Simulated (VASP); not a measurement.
# ZrSi2 (Cmcm) in VASP: notebook

Runs on ZrSi2. Level: PBEsol. Tasks: single point.

Program: VASP 6.6.1. These are calculated values, not measurements. Logs are shortened: lines on timing, memory, paths and dates and some standing lists are left out, and cuts for length are marked.

## Step 1: The cell of the first run

It takes space group Cmcm (No. 63, orthorhombic). Conventional cell: a = 3.784 Å, b = 15.003 Å, c = 3.657 Å, α = 90.00°, β = 90.00°, γ = 90.00°. Zr (site symmetry m2m) has 10 Si at 2.74 to 3.04 Å and 6 Zr at 3.64 to 3.78 Å within 3.8 Å. Within 3.2 Å of Si (site symmetry m2m) lie 2 Si at 2.44 Å and 6 Zr at 2.74 to 3.04 Å. Within 3.8 Å of Si (site symmetry m2m) lie 12 Si at 2.63 to 3.78 Å and 4 Zr at 2.85 to 2.88 Å.

## Step 2: Single point, PBEsol (strain +0.030 along x and y, +0.000 along z)

INCAR

```
PREC = Accurate
ENCUT = 520
EDIFF = 1E-6
ISMEAR = 0
SIGMA = 0.15
LREAL = False
LASPH = True
NELM = 80
ALGO = Fast
ISIF = 2
LWAVE = False
LCHARG = True
GGA = PS
LELF = True
LVHAR = True
NBANDS = 29
```

KPOINTS

```
Automatic mesh
0
Gamma
  14 14 14
```

POSCAR

```
ZrSi2
1.0
    1.8922431544     -7.5014333681      0.0000000000
    1.8922431544      7.5014333681      0.0000000000
    0.0000000000      0.0000000000      3.6567655756
Zr Si
2 4
Direct
    0.8952826020      0.1047173980      0.7500000000
    0.1047173980      0.8952826020      0.2500000000
    0.5539585034      0.4460414966      0.7500000000
    0.4460414966      0.5539585034      0.2500000000
    0.2502317899      0.7497682101      0.7500000000
    0.7497682101      0.2502317899      0.2500000000
```

Potentials or basis: VASP PAW PBE potentials, release 64 (Zr_sv, Si).

Started as:

```
$ cat potpaw_PBE.64/Zr_sv/POTCAR potpaw_PBE.64/Si/POTCAR > POTCAR
$ mpirun -np 1 vasp_std > vasp.out
```

OUTCAR:

```text
PREC = Accurate
   ENCUT = 520
   EDIFF = 1E-6
   ISMEAR = 0
   LREAL = False
   LASPH = True
   NELM = 80
   ISIF = 2
   GGA = PS

 ion  position               nearest neighbor table
   1  0.895  0.105  0.750-   4 2.74   4 2.74   4 2.74   4 2.74   6 2.85   6 2.85   5 2.88   5 2.88
                             3 3.04   3 3.04   2 3.64   2 3.64
   2  0.105  0.895  0.250-   3 2.74   3 2.74   3 2.74   3 2.74   5 2.85   5 2.85   6 2.88   6 2.88
                             4 3.04   4 3.04   1 3.64   1 3.64
   3  0.554  0.446  0.750-   4 2.44   4 2.44   2 2.74   2 2.74   2 2.74   2 2.74   1 3.04   1 3.04

   4  0.446  0.554  0.250-   3 2.44   3 2.44   1 2.74   1 2.74   1 2.74   1 2.74   2 3.04   2 3.04

   5  0.250  0.750  0.750-   6 2.63   6 2.63   6 2.63   6 2.63   2 2.85   2 2.85   1 2.88   1 2.88

   6  0.750  0.250  0.250-   5 2.63   5 2.63   5 2.63   5 2.63   1 2.85   1 2.85   2 2.88   2 2.88

  LATTYP: Found a base centered orthorhombic cell.
 ALAT       =     3.7844863088
 B/A-ratio  =     3.9643073094
 C/A-ratio  =     0.9662515008

  Lattice vectors:

 A1 = (   1.8922431544,  -7.5014333681,   0.0000000000)
 A2 = (   1.8922431544,   7.5014333681,   0.0000000000)
 A3 = (   0.0000000000,   0.0000000000,   3.6567655756)

Analysis of symmetry for initial positions (statically):
=====================================================================
 Subroutine PRICEL returns:
 Original cell was already a primitive cell.

 Routine SETGRP: Setting up the symmetry group for a
 base centered orthorhombic supercell.

 Subroutine GETGRP returns: Found  8 space group operations
 (whereof  4 operations were pure point group operations)
 out of a pool of  8 trial point group operations.

The static configuration has the point symmetry C_2h.
 The point group associated with its full space group is D_2h.

Analysis of symmetry for dynamics (positions and initial velocities):
=====================================================================
 Subroutine PRICEL returns:
 Original cell was already a primitive cell.

 Routine SETGRP: Setting up the symmetry group for a
 base centered orthorhombic supercell.

 Subroutine GETGRP returns: Found  8 space group operations
 (whereof  4 operations were pure point group operations)
 out of a pool of  8 trial point group operations.

The dynamic configuration has the point symmetry C_2h.
 The point group associated with its full space group is D_2h.

 Subroutine INISYM returns: Found  8 space group operations
 (whereof  4 operations are pure point group operations),
 and found     1 'primitive' translations

----------------------------------------------------------------------------------------

                                     Primitive cell

  volume of cell :     103.8122

  direct lattice vectors                    reciprocal lattice vectors
     1.892243154 -7.501433368  0.000000000     0.264236654 -0.066653928  0.000000000
     1.892243154  7.501433368  0.000000000     0.264236654  0.066653928  0.000000000
     0.000000000  0.000000000  3.656765576     0.000000000  0.000000000  0.273465712

  length of vectors
     7.736413040  7.736413040  3.656765576     0.272513771  0.272513771  0.273465712

  position of ions in fractional coordinates (direct lattice)
     0.895282602  0.104717398  0.750000000
     0.104717398  0.895282602  0.250000000
     0.553958503  0.446041497  0.750000000
     0.446041497  0.553958503  0.250000000
     0.250231790  0.749768210  0.750000000
     0.749768210  0.250231790  0.250000000

  ion indices of the primitive-cell ions
   primitive index   ion index
                 1           1
                 2           2
                 3           3
                 4           4
                 5           5
                 6           6

----------------------------------------------------------------------------------------

 KPOINTS: Automatic mesh

Automatic generation of k-mesh.
 Grid dimensions read from file:
 generate k-points for:   14   14   14

 Generating k-lattice:

  Cartesian coordinates                     Fractional coordinates (reciprocal lattice)
     0.018874047 -0.004760995  0.000000000     0.071428571  0.000000000  0.000000000
     0.018874047  0.004760995  0.000000000     0.000000000  0.071428571  0.000000000
     0.000000000  0.000000000  0.019533265     0.000000000  0.000000000  0.071428571

  Length of vectors
     0.019465269  0.019465269  0.019533265

  Shift w.r.t. Gamma in fractional coordinates (k-lattice)
     0.000000000  0.000000000  0.000000000

 Subroutine IBZKPT returns following result:
 ===========================================

 Found    456 irreducible k-points:

 Following reciprocal coordinates:
            Coordinates               Weight
  0.000000  0.000000  0.000000      1.000000
  0.071429 -0.000000  0.000000      4.000000
  0.142857  0.000000  0.000000      4.000000
  0.214286  0.000000  0.000000      4.000000
  0.285714  0.000000  0.000000      4.000000
  0.357143  0.000000  0.000000      4.000000
[... 16 lines left out ...]
  0.214286  0.142857  0.000000      4.000000
  0.285714  0.142857  0.000000      4.000000
 [... further k-points ...]
   k-points           NKPTS =    456   k-points in BZ     NKDIM =    456   number of bands    NBANDS=     29
   number of dos      NEDOS =    301   number of ions     NIONS =      6
   total plane-waves  NPLWV = 100800
   dimension x,y,z NGX =    60 NGY =   60 NGZ =   28
   dimension x,y,z NGXF=   120 NGYF=  120 NGZF=   56
   ions per type =               2   4
   NGX,Y,Z   is equivalent  to a cutoff of  12.89, 12.89, 12.73 a.u.
   NGXF,Y,Z  is equivalent  to a cutoff of  25.79, 25.79, 25.46 a.u.
 SYSTEM =  unknown system
   PREC   = accura    normal or accurate (medium, high low for compatibility)
   ISTART =      0    job   : 0-new  1-cont  2-samecut
   ICHARG =      2    charge: 1-file 2-atom 10-const
   ISPIN  =      1    spin polarized calculation?
   LNONCOLLINEAR =      F non collinear calculations
   LSORBIT =      F    spin-orbit coupling
   LASPH  =      T    aspherical Exc in radial PAW
   ENCUT  =  520.0 eV  38.22 Ry    6.18 a.u.  14.38 14.38  6.80*2*pi/ulx,y,z
   NELM   =     80;   NELMIN=  2; NELMDL= -5     # of ELM steps
   EDIFF  = 0.1E-05   stopping-criterion for ELM
   LREAL  =      F    real-space projection
   EDIFFG = 0.1E-04   stopping-criterion for IOM
   NSW    =      0    number of steps for IOM
   IBRION =     -1    ionic relax: 0-MD 1-quasi-New 2-CG
   NFREE  =      0    steps in history (QN), initial steepest desc. (CG)
   ISIF   =      2    stress and relaxation
   ISYM   =      2    0-nonsym 1-usesym 2-fastsym
   POTIM  = 0.5000    time-step for ionic-motion
   TEBEG  =    0.0;   TEEND  =   0.0 temperature during run
   PSTRESS=    0.0 pullay stress
   NELECT =      40.0000    total number of electrons
   NUPDOWN=      -1.0000    fix difference up-down
   EMIN   =  10.00;   EMAX   =-10.00  energy-range for DOS
   EFERMI =   0.00;   METHOD = LEGACY
   ISMEAR =     0;   SIGMA  =   0.15  broadening in eV -4-tet -1-fermi 0-gaus
   EFERMI_NEDOS =   21; number of points for ismear=-14 and -15
   IALGO  =     68    algorithm
   IMIX   =      4    mixing-type and parameters
     AMIX     =   0.40;   BMIX     =  1.00
     AMIX_MAG =   1.60;   BMIX_MAG =  1.00
  volume/ion in A,a.u.               =      17.30       116.76
  Fermi-wavevector in a.u.,A,eV,Ry     =   1.191275  2.251183 19.308522  1.419136
  Thomas-Fermi vector in A             =   2.327340
   LORBIT       =      0    0 simple, 1 ext, 2 COOP (PROOUT), +10 PAW based schemes
   GGA     = PS    functional components
   LHFCALC =     F    Hartree Fock is set to
   AEXX    =    0.0000 exact exchange contribution
   IVDW    =     0    specifies the selected vdW correction
   LEPSILON=     F    determine dielectric tensor
   LRPA    =     F    only Hartree local field effects (RPA)
 non-spin polarized calculation
 RMM-DIIS sequential band-by-band and
 Gauss-broadening in eV      SIGMA  =   0.15
  energy-cutoff  :      520.00
  volume of cell :      103.81
 maximum number of plane-waves:      2822
 NGX is ok and might be reduce to    60
   NGX = 29   NGY = 29   NGZ = 13

 number of electron      40.0000000 magnetization

 Free energy of the ion-electron system (eV)
  ---------------------------------------------------
  ext. energy  EPLUGINS =         0.00000000
  ---------------------------------------------------
  free energy    TOTEN  =       -45.56238362 eV

  energy without entropy =      -45.54526104  energy(sigma->0) =      -45.55382233

 E-fermi :   9.5482     XC(G=0): -11.2143

 val. band max:        9.5478945030   @ k =  -0.2143   0.2143   0.4286
 cond. band min:       9.5520008403   @ k =  -0.2143   0.2143   0.5000
 fundamental gap:      0.0041063372
 Fermi energy:         9.5481550156

 k-point     1 :       0.0000    0.0000    0.0000
  band No.  band energies     occupation
      1     -39.2454      2.00000
      2     -39.2343      2.00000
      3     -17.4764      2.00000
      4     -17.3685      2.00000
      5     -17.3481      2.00000
      6     -17.3277      2.00000
[... 21 lines left out ...]
     28      12.5088      0.00000
     29      13.3784      0.00000

 k-point     2 :       0.0714   -0.0000    0.0000
  band No.  band energies     occupation
      1     -39.2451      2.00000
      2     -39.2340      2.00000
      3     -17.4749      2.00000
      4     -17.3762      2.00000
      5     -17.3549      2.00000
      6     -17.3272      2.00000
[... 21 lines left out ...]
     28      12.8921      0.00000
     29      12.9246      0.00000

 k-point     3 :       0.1429    0.0000    0.0000
  band No.  band energies     occupation
      1     -39.2441      2.00000
      2     -39.2331      2.00000
      3     -17.4709      2.00000
      4     -17.3974      2.00000
      5     -17.3740      2.00000
      6     -17.3260      2.00000
[... 21 lines left out ...]
     28      12.5178      0.00000
     29      13.3572      0.00000

 k-point     4 :       0.2143    0.0000    0.0000
  band No.  band energies     occupation
      1     -39.2426      2.00000
      2     -39.2318      2.00000
      3     -17.4653      2.00000
      4     -17.4277      2.00000
      5     -17.4015      2.00000
      6     -17.3242      2.00000
[... 21 lines left out ...]
     28      12.9010      0.00000
     29      13.3036      0.00000

 k-point     5 :       0.2857    0.0000    0.0000
  band No.  band energies     occupation
      1     -39.2411      2.00000
      2     -39.2303      2.00000
      3     -17.4653      2.00000
      4     -17.4548      2.00000
      5     -17.4317      2.00000
      6     -17.3223      2.00000
[... 21 lines left out ...]
     28      13.0348      0.00000
     29      13.8901      0.00000
[... 510 lines left out ...]
     28      12.4571      0.00000
     29      13.4199      0.00000

 k-point    22 :       0.1429    0.1429    0.0000
  band No.  band energies     occupation
      1     -39.2411      2.00000
      2     -39.2303      2.00000
      3     -17.4649      2.00000
      4     -17.4564      2.00000
      5     -17.4319      2.00000
      6     -17.3209      2.00000
[... 21 lines left out ...]
     28      13.2577      0.00000
     29      13.7188      0.00000

 k-point    23 :       0.2143    0.1429    0.0000
  band No.  band energies     occupation
      1     -39.2397      2.00000
      2     -39.2290      2.00000
      3     -17.4923      2.00000
      4     -17.4591      2.00000
      5     -17.4530      2.00000
      6     -17.3191      2.00000
[... 21 lines left out ...]
     28      13.0723      0.00000
     29      13.4215      0.00000

 k-point    24 :       0.2857    0.1429    0.0000
  band No.  band energies     occupation
      1     -39.2387      2.00000
      2     -39.2281      2.00000
      3     -17.5130      2.00000
      4     -17.4777      2.00000
      5     -17.4484      2.00000
      6     -17.3185      2.00000
[... 21 lines left out ...]
     28      12.9156      0.00000
     29      13.4358      0.00000

 [... further k-points ...]
[... 5 lines left out ...]
  --------------------------------------------------------------------------------------
  -------------------------------------------------------------------------------------
  Total       -5.3972552     -4.9984012     -2.7458656      0.0000000      0.0000000      0.0000000
  in kB      -83.2981244    -77.1424416    -42.3781059      0.0000000      0.0000000      0.0000000
  external PRESSURE =     -67.6062240 kB  Pullay stress =       0.0000000 kB

 VOLUME and BASIS-vectors are now :
 -----------------------------------------------------------------------------
  energy-cutoff  :      520.00
  volume of cell :      103.81
      direct lattice vectors                 reciprocal lattice vectors
     1.892243154 -7.501433368  0.000000000     0.264236654 -0.066653928  0.000000000
     1.892243154  7.501433368  0.000000000     0.264236654  0.066653928  0.000000000
     0.000000000  0.000000000  3.656765576     0.000000000  0.000000000  0.273465712

 POSITION                                       TOTAL-FORCE (eV/Angst)
 -----------------------------------------------------------------------------------
      1.89224     -5.93037      2.74257         0.000000      0.188370     -0.000000
      1.89224      5.93037      0.91419         0.000000     -0.188370      0.000000
      1.89224     -0.80953      2.74257         0.000000      0.120117     -0.000000
      1.89224      0.80953      0.91419         0.000000     -0.120117     -0.000000
      1.89224      3.74724      2.74257         0.000000     -0.054336      0.000000
      1.89224     -3.74724      0.91419         0.000000      0.054336     -0.000000
 -----------------------------------------------------------------------------------
    total drift:                               -0.000000      0.000000      0.000000

  FREE ENERGIE OF THE ION-ELECTRON SYSTEM (eV)
  ---------------------------------------------------
  free  energy   TOTEN  =       -45.5623836225 eV

  energy  without entropy=      -45.5452610357  energy(sigma->0) =      -45.55382233
```

Wall time 88 min (1 thread of Oxide Virtual Turin-like, shared host); peak memory 1.1 GiB.

What came out:

```yaml
Free_energy: -45.5624 eV
Pressure: -6.8 GPa
Largest_force: 0.188 eV/Å
Band_gap_on_the_k_mesh: zero (bands 20 and 21 overlap by 0.74 eV)
```

Forces in eV/Å, atoms in the order of the input:
```
Zr   0.000  0.188  0.000
Zr   0.000 -0.188  0.000
Si   0.000  0.120  0.000
Si   0.000 -0.120  0.000
Si   0.000 -0.054  0.000
Si   0.000  0.054  0.000
```

Caveat: the cell differs from its parent crystal (strain +0.030 along x and y, +0.000 along z); the cell stands under tension; the PAW data sets were made with another functional, which shifts forces and pressure a little.

## Step 3: Single point, PBEsol (strain +0.030 along x and y, +0.030 along z)

INCAR

```
ALGO = Fast ; EDIFF = 1E-6
ENCUT = 520 ; GGA = PS
ISIF = 2 ; ISMEAR = 0
LASPH = True ; LCHARG = True
LELF = True ; LREAL = False
LVHAR = True ; LWAVE = False
NBANDS = 29 ; NELM = 100
PREC = Accurate ; SIGMA = 0.15
```

KPOINTS

```
k-points
0
Gamma
  14 14 14
```

Edit POSCAR of step 2 so:

```diff
@@ -4,3 +4,3 @@
     1.8922431544      7.5014333681      0.0000000000
-    0.0000000000      0.0000000000      3.6567655756
+    0.0000000000      0.0000000000      3.7664685429
 Zr Si
```

Potentials or basis: VASP PAW PBE potentials, release 64 (Zr_sv, Si).

Started as:

```
$ cat potpaw_PBE.64/Zr_sv/POTCAR potpaw_PBE.64/Si/POTCAR > POTCAR
$ mpirun -np 1 vasp_std > vasp.out
```

It took 1.7 h on 1 thread of Oxide Virtual Turin-like, shared host; peak memory 1.1 GiB.

It converged, with:

```
Free energy            : -45.4113 eV
Pressure               : -10.2 GPa
Largest force          : 0.169 eV/Å
Band gap on the k mesh : zero (bands 20 and 21 overlap by 0.72 eV)
```

Forces in eV/Å, atoms in the order of the input:
```
Zr   0.000  0.159  0.000
Zr   0.000 -0.159  0.000
Si   0.000  0.169  0.000
Si   0.000 -0.169  0.000
Si   0.000  0.004  0.000
Si   0.000 -0.004  0.000
```

Stress tensor (GPa, compression positive):
```
-10.13   0.00   0.00
  0.00  -9.18   0.00
  0.00   0.00 -11.17
```

Levels at points of the mesh, in eV from the Fermi level:
| k point | band 16 | band 17 | band 18 | band 19 | band 20 | band 21 | band 22 | band 23 | band 24 | band 25 |
| --- | --- | --- | --- | --- | --- | --- | --- | --- | --- | --- |
| (0.00, 0.00, 0.00) | -2.40 | -2.26 | -2.24 | -2.20 | -0.22 | 1.03 | 1.36 | 1.47 | 1.48 | 1.97 |
| (0.50, 0.00, 0.00) | -2.41 | -1.67 | -1.41 | -0.74 | -0.42 | -0.39 | 0.76 | 0.81 | 1.98 | 2.14 |
| (0.50, 0.50, 0.00) | -2.51 | -2.49 | -1.82 | -1.38 | 0.15 | 0.95 | 1.10 | 1.37 | 1.58 | 2.00 |
| (0.00, 0.00, 0.50) | -2.29 | -1.74 | -1.74 | -0.04 | -0.04 | 0.17 | 0.17 | 1.55 | 1.55 | 2.11 |
| (0.50, 0.00, 0.50) | -3.60 | -3.09 | -3.09 | -2.07 | -2.07 | 2.07 | 2.07 | 2.83 | 2.83 | 3.00 |
| (0.50, 0.50, 0.50) | -2.82 | -2.09 | -2.09 | -0.80 | -0.80 | 0.06 | 0.06 | 2.15 | 2.15 | 2.84 |

Caveat: the cell differs from its parent crystal (strain +0.030 along x and y, +0.030 along z); the cell stands under tension; the PAW data sets were made with another functional, which shifts forces and pressure a little.
